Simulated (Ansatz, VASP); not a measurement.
Two plane-wave programs on Ag

File INCAR:

```
PREC = Accurate ; ENCUT = 500
EDIFF = 1E-6 ; ISMEAR = 0
SIGMA = 0.15 ; LREAL = F
LASPH = T ; NELM = 120
ALGO = Normal ; ISIF = 2
LWAVE = F ; LCHARG = T
GGA = PE ; LELF = T
LVHAR = T ; NBANDS = 18
GGA_COMPAT = F
```

The input KPOINTS:

```
regular mesh
0
Gamma
  16 16 12
```

File POSCAR:

```
Ag
1.0
    0.0000000000     -2.0431000000     -2.0431000000
    0.0000000000      2.0431000000     -2.0431000000
    4.0862000000      0.0000000000      0.0000000000
Ag
2
Direct
    0.4853164309      0.5146835691      0.5000000000
    0.0146835691     -0.0146835691      0.0000000000
```

Input for Ansatz:

```yaml
crystal:
  lattice:
    - [0.0, -2.0431, -2.0431]
    - [0.0, 2.0431, -2.0431]
    - [4.0862, 0.0, 0.0]
  atoms:
    - { symbol: Ag, position: [0.4853164309, 0.5146835691, 0.5] }
    - { symbol: Ag, position: [0.0146835691, -0.0146835691, 0.0] }
basis:
  ecutwfc: 420
kpoints:
  mp_grid: { grid: [16, 16, 12] }
hamiltonian:
  xc: pbe
scf:
  occupations: { method: gaussian, width: 0.15 }
  n_extra_bands: 8
output:
  forces: true
  eigenvalues: true
  stress: true
```

Alike in both runs: task single point; functional PBE; k mesh 16 × 16 × 12; occupations gaussian, width 0.15 eV; no spin polarisation.

```csv
,VASP,Ansatz
version,VASP 6.6.1,Ansatz 0.2.0
potentials or method,"VASP PAW PBE potentials, release 64 (Ag), cutoff 500 eV","scalar-relativistic, plane waves, PAW"
valence electrons in the cell,22,38
```

|  | VASP | Ansatz | Ansatz less VASP |
| --- | --- | --- | --- |
| gap on the k mesh at the Fermi level (eV) | none | none | - |
| pressure (GPa) | 4.9 | 5.0 | +0.12 |
| traceless stress, the component that is largest in VASP (GPa) | -0.31 | -0.32 | -0.001 |
| rms of the force components (eV/Å) | 0.190 | 0.192 | +0.0015 |

Atom by atom the forces differ by 0.001 eV/Å (rms over components). A gap of «none» marks a metal or a gap that the smearing closes. With one functional, cell and mesh, what is left measures potentials, basis and numerics. VASP's potentials hold 22 valence electrons a cell and Ansatz's 38, so a difference there can come from the potentials and not from the codes.
